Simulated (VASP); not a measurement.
# GdO (F-43m) in VASP: a series of runs, part 2 of 2

VASP 6.6.1. Earlier steps stand in the parts before.

## 4. Single point, r2SCAN, collinear spin, ferromagnetic start

This run uses another cell than the first one, of 20.08 Å³/atom.

File POSCAR:

```
GdO
1.0
    0.0000000000      2.7178813158      2.7178813158
    2.7178813158      0.0000000000      2.7178813158
    2.7178813158      2.7178813158      0.0000000000
Gd O
1 1
Direct
    0.0000000000      0.0000000000      0.0000000000
    0.7500000000      0.7500000000      0.7500000000
```

File INCAR.step1:

```
SYSTEM = GdO
ALGO = Normal ; EDIFF = 1E-4
ENCUT = 520 ; GGA = PE
ISMEAR = -1 ; ISPIN = 2
LASPH = .True. ; LCHARG = .False.
LMAXMIX = 6 ; LREAL = .False.
LWAVE = .True. ; MAGMOM = 7 0
NBANDS = 23 ; NELM = 150
PREC = Accurate ; SIGMA = 0.05
```

File INCAR.step2:

```
SYSTEM = GdO
ALGO = Normal ; EDIFF = 1E-7
ENCUT = 520 ; ISIF = 2
ISMEAR = -1 ; ISPIN = 2
ISTART = 1 ; LASPH = .True.
LCHARG = .False. ; LMAXMIX = 6
LMIXTAU = .True. ; LORBIT = 11
LREAL = .False. ; LWAVE = .False.
MAGMOM = 7 0 ; METAGGA = R2SCAN
NBANDS = 23 ; NELM = 150
PREC = Accurate ; SIGMA = 0.05
```

File KPOINTS:

```
k-points
0
Gamma
  9 9 9
  0 0 0
```

Potentials or basis: VASP PAW PBE potentials, release 64 (Gd, O).

Started as:

```bash
$ cat potpaw_PBE.64/Gd/POTCAR potpaw_PBE.64/O/POTCAR > POTCAR
$ cp INCAR.step1 INCAR
$ mpirun -np 1 vasp_std > vasp.out
$ cp INCAR.step2 INCAR
$ mpirun -np 1 vasp_std > vasp.out
```

OUTCAR:

```text
SYSTEM = GdO
   EDIFF = 1E-7
   ENCUT = 520
   ISIF = 2
   ISMEAR = -1
   ISPIN = 2
   ISTART = 1
   LASPH = .True.
   LORBIT = 11
   LREAL = .False.
   METAGGA = R2SCAN
   NELM = 150
   PREC = Accurate

 ion  position               nearest neighbor table
   1  0.000  0.000  0.000-   2 2.35   2 2.35   2 2.35   2 2.35
   2  0.750  0.750  0.750-   1 2.35   1 2.35   1 2.35   1 2.35

  LATTYP: Found a face centered cubic cell.
 ALAT       =     5.4357626316

  Lattice vectors:

 A1 = (   0.0000000000,   2.7178813158,   2.7178813158)
 A2 = (   2.7178813158,   0.0000000000,   2.7178813158)
 A3 = (   2.7178813158,   2.7178813158,   0.0000000000)

Analysis of symmetry for initial positions (statically):
=====================================================================
 Subroutine PRICEL returns:
 Original cell was already a primitive cell.

 Routine SETGRP: Setting up the symmetry group for a
 face centered cubic supercell.

 Subroutine GETGRP returns: Found 24 space group operations
 (whereof 24 operations were pure point group operations)
 out of a pool of 48 trial point group operations.

The static configuration has the point symmetry T_d .

Analysis of symmetry for dynamics (positions and initial velocities):
=====================================================================
 Subroutine PRICEL returns:
 Original cell was already a primitive cell.

 Routine SETGRP: Setting up the symmetry group for a
 face centered cubic supercell.

 Subroutine GETGRP returns: Found 24 space group operations
 (whereof 24 operations were pure point group operations)
 out of a pool of 48 trial point group operations.

The dynamic configuration has the point symmetry T_d .

Analysis of structural, dynamic, and magnetic symmetry:
=====================================================================
 Subroutine PRICEL returns:
 Original cell was already a primitive cell.

 Routine SETGRP: Setting up the symmetry group for a
 face centered cubic supercell.

 Subroutine GETGRP returns: Found 24 space group operations
[... 148 lines left out ...]

  energy without entropy =      -52.87188673  energy(sigma->0) =      -52.87440777

 E-fermi :   3.8212     XC(G=0): -10.5658

 val. band max:        3.8137704524   @ k =   0.4444   0.0000   0.0000
 cond. band min:       4.0114001857   @ k =   0.2222   0.1111   0.0000
 fundamental gap:      0.1976297333
 Fermi energy:         3.8211735593

 spin component 1

 k-point     1 :       0.0000    0.0000    0.0000
  band No.  band energies     occupation
      1     -43.7810      1.00000
      2     -20.2807      1.00000
      3     -20.2806      1.00000
      4     -20.2806      1.00000
      5     -16.6761      1.00000
      6      -2.5753      1.00000
[... 613 lines left out ...]
     22      13.3731      0.00000
     23      14.4799      0.00000

 [... further k-points ...]

 spin component 2

 k-point     1 :       0.0000    0.0000    0.0000
  band No.  band energies     occupation
      1     -39.9061      1.00000
      2     -17.5288      1.00000
      3     -17.5288      1.00000
      4     -17.5288      1.00000
      5     -16.5303      1.00000
      6      -1.7514      1.00000
[... 613 lines left out ...]
     22      15.1296      0.00000
     23      15.7317      0.00000

 [... further k-points ...]

------------------------ aborting loop because EDIFF is reached ----------------------------------------

  FORCE on cell =-STRESS in cart. coord.  units (eV):
  Direction    XX          YY          ZZ          XY          YZ          ZX
  --------------------------------------------------------------------------------------
  -------------------------------------------------------------------------------------
  Total       -1.0838044     -1.0838044     -1.0838044      0.0000000      0.0000000     -0.0000000
  in kB      -43.2454114    -43.2454114    -43.2454114      0.0000000      0.0000000     -0.0000000
  external PRESSURE =     -43.2454114 kB  Pullay stress =       0.0000000 kB

 VOLUME and BASIS-vectors are now :
 -----------------------------------------------------------------------------
  energy-cutoff  :      520.00
  volume of cell :       40.15
      direct lattice vectors                 reciprocal lattice vectors
     0.000000000  2.717881316  2.717881316    -0.183966826  0.183966826  0.183966826
     2.717881316  0.000000000  2.717881316     0.183966826 -0.183966826  0.183966826
     2.717881316  2.717881316  0.000000000     0.183966826  0.183966826 -0.183966826

 POSITION                                       TOTAL-FORCE (eV/Angst)
 -----------------------------------------------------------------------------------
      0.00000      0.00000      0.00000        -0.000000     -0.000000     -0.000000
      4.07682      4.07682      4.07682         0.000000      0.000000      0.000000
 -----------------------------------------------------------------------------------
    total drift:                                0.000000      0.000000      0.000000

  FREE ENERGIE OF THE ION-ELECTRON SYSTEM (eV)
  ---------------------------------------------------
  free  energy   TOTEN  =       -52.8769288137 eV

  energy  without entropy=      -52.8718867344  energy(sigma->0) =      -52.87440777

 total charge

# of ion       s       p       d       f       tot
--------------------------------------------------
    1        2.036   5.664   0.475   6.977  15.153
    2        1.570   3.455   0.000   0.000   5.025
--------------------------------------------------
tot          3.606   9.120   0.475   6.977  20.178

 magnetization (x)

# of ion       s       p       d       f       tot
--------------------------------------------------
    1        0.001  -0.105   0.201   6.888   6.984
    2        0.007   0.019   0.000   0.000   0.026
--------------------------------------------------
tot          0.007  -0.086   0.201   6.888   7.010
```

It took 7 min on 1 thread of Intel Xeon Platinum 8259CL at 2.50GHz (Skylake/Cascade Lake), shared host; peak memory 0.24 GiB.

What came out:

```
Free energy                                           : -52.8769 eV
Pressure                                              : -4.3 GPa
Net moment                                            : 7.94 μB per cell
Site moments                                          : Gd +6.98; O +0.03 μB
Valence electrons inside the program's atomic spheres : Gd 15.15; O 5.03
```

Caveat: the cell stands under tension; the PAW data sets were made with another functional, which shifts forces and pressure a little; spin-orbit coupling is left out, which moves the levels of the heavy elements; a cell with one magnetic atom can't hold antiferromagnetic order, which such compounds often take; semilocal functionals describe open f shells poorly, which spoils levels, moments and volumes. With open d or f shells a metallic result of r2SCAN can be an artefact of self-interaction; +U or a hybrid may open a gap.

## 5. Single point, r2SCAN, collinear spin, ferromagnetic start

This run uses another cell than the first one, of 20.47 Å³/atom.

File POSCAR:

```
GdO
1.0
    0.0000000000      2.7355303903      2.7355303903
    2.7355303903      0.0000000000      2.7355303903
    2.7355303903      2.7355303903      0.0000000000
Gd O
1 1
Direct
    0.0000000000      0.0000000000      0.0000000000
    0.7500000000      0.7500000000      0.7500000000
```

File INCAR.step1:

```
PREC     = Accurate       # precision mode
ENCUT    = 520            # plane-wave cutoff, eV
ISMEAR   = -1             # smearing method
SIGMA    = 0.05           # smearing width, eV
LREAL    = False          # projectors in reciprocal space
LASPH    = True           # aspherical terms in the spheres
NELM     = 150            # most SCF steps
ISPIN    = 2              # spin polarisation
MAGMOM   = 7 0            # initial moments
LMAXMIX  = 6              # l up to which the mixer works
NBANDS   = 23             # bands
GGA      = PE             # functional
ALGO     = Normal         # electronic algorithm
EDIFF    = 1E-4           # SCF threshold, eV
LWAVE    = True           # write WAVECAR
LCHARG   = False          # write CHGCAR
```

File INCAR.step2:

```
PREC     = Accurate       # precision mode
ENCUT    = 520            # plane-wave cutoff, eV
EDIFF    = 1E-6           # SCF threshold, eV
ISMEAR   = -1             # smearing method
SIGMA    = 0.05           # smearing width, eV
LREAL    = False          # projectors in reciprocal space
LASPH    = True           # aspherical terms in the spheres
NELM     = 150            # most SCF steps
ALGO     = Normal         # electronic algorithm
ISIF     = 2              # what is computed and relaxed
LWAVE    = False          # write WAVECAR
LCHARG   = True           # write CHGCAR
ISPIN    = 2              # spin polarisation
MAGMOM   = 7 0            # initial moments
LORBIT   = 11             # projections on sites
LMAXMIX  = 6              # l up to which the mixer works
METAGGA  = R2SCAN         # meta-GGA
LMIXTAU  = True         
LELF     = True           # ELF
LVHAR    = True         
NBANDS   = 23             # bands
ISTART   = 1
```

File KPOINTS:

```
regular mesh
0
Gamma
  9 9 9
```

Started as:

```bash
$ cat potpaw_PBE.64/Gd/POTCAR potpaw_PBE.64/O/POTCAR > POTCAR
$ cp INCAR.step1 INCAR
$ mpirun -np 1 vasp_std > vasp.out
$ cp INCAR.step2 INCAR
$ mpirun -np 1 vasp_std > vasp.out
```

Wall time 6.4 min (1 thread of Intel Xeon Platinum 8259CL at 2.50GHz (Skylake/Cascade Lake), shared host); peak memory 0.24 GiB.

It converged, with:

* Free energy: -52.8528 eV
* Pressure: -6.0 GPa
* Net moment: 7.93 μB per cell
* Site moments: Gd +6.98; O +0.03 μB
* Valence electrons inside the program's atomic spheres: Gd 15.14; O 5.02

Levels at points of the mesh, in eV from the Fermi level:
Spin up:
```csv
k point,band 12,band 13,band 14,band 15,band 16,band 17,band 18,band 19,band 20,band 21
"(0.00, 0.00, 0.00)",-6.01,-5.38,-5.38,-5.38,-2.40,2.73,2.73,4.46,4.46,4.46
```
Spin down:
```
           k point  band 6  band 7  band 8  band 9  band 10  band 11
(0.00, 0.00, 0.00)   -5.46   -5.46   -5.46   -0.83     1.11     1.11
```

Caveat: the cell stands under tension; the PAW data sets were made with another functional, which shifts forces and pressure a little; spin-orbit coupling is left out, which moves the levels of the heavy elements; a cell with one magnetic atom can't hold antiferromagnetic order, which such compounds often take; semilocal functionals describe open f shells poorly, which spoils levels, moments and volumes. The state reached can hang on the start; a lower one may exist.

## 6. Single point, r2SCAN, collinear spin, ferromagnetic start

This run uses another cell than the first one, of 20.86 Å³/atom.

File POSCAR:

```
GdO
1.0
    0.0000000000      2.7529546205      2.7529546205
    2.7529546205      0.0000000000      2.7529546205
    2.7529546205      2.7529546205      0.0000000000
Gd O
1 1
Direct
    0.0000000000      0.0000000000      0.0000000000
    0.7500000000      0.7500000000      0.7500000000
```

File INCAR.step1:

```
ALGO = Normal
EDIFF = 1E-4
ENCUT = 520
GGA = PE
ISMEAR = -1
ISPIN = 2
LASPH = T
LCHARG = F
LMAXMIX = 6
LREAL = F
LWAVE = T
MAGMOM = 7 0
NBANDS = 23
NELM = 150
PREC = Accurate
SIGMA = 0.05
```

File INCAR.step2:

```
ALGO = Normal
EDIFF = 1E-6
ENCUT = 520
ISIF = 2
ISMEAR = -1
ISPIN = 2
ISTART = 1
LASPH = T
LCHARG = F
LMAXMIX = 6
LMIXTAU = T
LORBIT = 11
LREAL = F
LWAVE = F
MAGMOM = 7 0
METAGGA = R2SCAN
NBANDS = 23
NELM = 150
PREC = Accurate
SIGMA = 0.05
```

File KPOINTS:

```
k-points
0
Gamma
  9 9 9
```

Potentials or basis: VASP PAW PBE potentials, release 64 (Gd, O).

Started as:

```bash
$ cat potpaw_PBE.64/Gd/POTCAR potpaw_PBE.64/O/POTCAR > POTCAR
$ cp INCAR.step1 INCAR
$ mpirun -np 1 vasp_std > vasp.out
$ cp INCAR.step2 INCAR
$ mpirun -np 1 vasp_std > vasp.out
```

OUTCAR:

```text
EDIFF = 1E-6
   ENCUT = 520
   ISIF = 2
   ISMEAR = -1
   ISPIN = 2
   ISTART = 1
   LASPH = T
   LORBIT = 11
   LREAL = F
   METAGGA = R2SCAN
   NELM = 150
   PREC = Accurate

 ion  position               nearest neighbor table
   1  0.000  0.000  0.000-   2 2.38   2 2.38   2 2.38   2 2.38
   2  0.750  0.750  0.750-   1 2.38   1 2.38   1 2.38   1 2.38

  LATTYP: Found a face centered cubic cell.
 ALAT       =     5.5059092410

  Lattice vectors:

[... 1464 lines left out ...]

 VOLUME and BASIS-vectors are now :
 -----------------------------------------------------------------------------
  energy-cutoff  :      520.00
  volume of cell :       41.73
      direct lattice vectors                 reciprocal lattice vectors
     0.000000000  2.752954621  2.752954621    -0.181623045  0.181623045  0.181623045
     2.752954621  0.000000000  2.752954621     0.181623045 -0.181623045  0.181623045
     2.752954621  2.752954621  0.000000000     0.181623045  0.181623045 -0.181623045

 POSITION                                       TOTAL-FORCE (eV/Angst)
 -----------------------------------------------------------------------------------
      0.00000      0.00000      0.00000         0.000000      0.000000      0.000000
      4.12943      4.12943      4.12943        -0.000000     -0.000000     -0.000000
 -----------------------------------------------------------------------------------
    total drift:                                0.000000      0.000000      0.000000

  FREE ENERGIE OF THE ION-ELECTRON SYSTEM (eV)
  ---------------------------------------------------
  free  energy   TOTEN  =       -52.8206067607 eV

  energy  without entropy=      -52.8154869897  energy(sigma->0) =      -52.81804688

 total charge

# of ion       s       p       d       f       tot
--------------------------------------------------
    1        2.034   5.659   0.457   6.975  15.126
    2        1.568   3.440   0.000   0.000   5.008
--------------------------------------------------
tot          3.602   9.099   0.457   6.975  20.133

 magnetization (x)

# of ion       s       p       d       f       tot
--------------------------------------------------
    1        0.000  -0.108   0.197   6.890   6.980
    2        0.007   0.019   0.000   0.000   0.026
--------------------------------------------------
tot          0.007  -0.089   0.197   6.890   7.006
```

OUTCAR.step1:

```text
EDIFF = 1E-4
   ENCUT = 520
   GGA = PE
   ISMEAR = -1
   ISPIN = 2
   LASPH = T
[... 1488 lines left out ...]
 -----------------------------------------------------------------------------------
      0.00000      0.00000      0.00000        -0.000000      0.000000      0.000000
      4.12943      4.12943      4.12943         0.000000     -0.000000     -0.000000
 -----------------------------------------------------------------------------------
    total drift:                               -0.000001     -0.000001     -0.000001

  FREE ENERGIE OF THE ION-ELECTRON SYSTEM (eV)
  ---------------------------------------------------
  free  energy   TOTEN  =       -22.0134772561 eV

  energy  without entropy=      -21.9956954699  energy(sigma->0) =      -22.00458636
```

Wall time 6.6 min (1 thread of Intel Xeon Platinum 8259CL at 2.50GHz (Skylake/Cascade Lake), shared host); peak memory 0.24 GiB.

What came out:

```yaml
Free_energy: -52.8206 eV
Pressure: -7.5 GPa
Net_moment: 7.93 μB per cell
Site_moments: Gd +6.98; O +0.03 μB
Valence_electrons_inside_the_program's_atomic_spheres: Gd 15.13; O 5.01
```

Caveat: the cell stands under tension; the PAW data sets were made with another functional, which shifts forces and pressure a little; spin-orbit coupling is left out, which moves the levels of the heavy elements; a cell with one magnetic atom can't hold antiferromagnetic order, which such compounds often take; semilocal functionals describe open f shells poorly, which spoils levels, moments and volumes.

## 7. The runs side by side

| cell | gap on the mesh (eV) | pressure (GPa) | moment (μB) |
| --- | --- | --- | --- |
| a = 3.767 Å, angles 60.0°, 2 atoms | none | 2.0 | 7.94 |
| a = 3.818 Å, angles 60.0°, 2 atoms | none | -2.4 | 7.94 |
| a = 3.844 Å, angles 60.0°, 2 atoms | none | -4.3 | 7.94 |
| a = 3.869 Å, angles 60.0°, 2 atoms | none | -6.0 | 7.93 |
| a = 3.893 Å, angles 60.0°, 2 atoms | none | -7.5 | 7.93 |

Alike in all rows: task single point; level r2SCAN; potentials or basis VASP PAW PBE potentials, release 64 (Gd, O); spin collinear, ferromagnetic start; k mesh 9 × 9 × 9; cutoff (eV) 520; smearing fermi-dirac 0.05 eV.

Caveats: the PAW data sets were made with another functional, which shifts forces and pressure a little; spin-orbit coupling is left out, which moves the levels of the heavy elements; a cell with one magnetic atom can't hold antiferromagnetic order, which such compounds often take; semilocal functionals describe open f shells poorly, which spoils levels, moments and volumes; the cell stands under tension (at least some runs).

Total energies depend on the potentials used, so only differences within one code and one set of settings carry meaning.
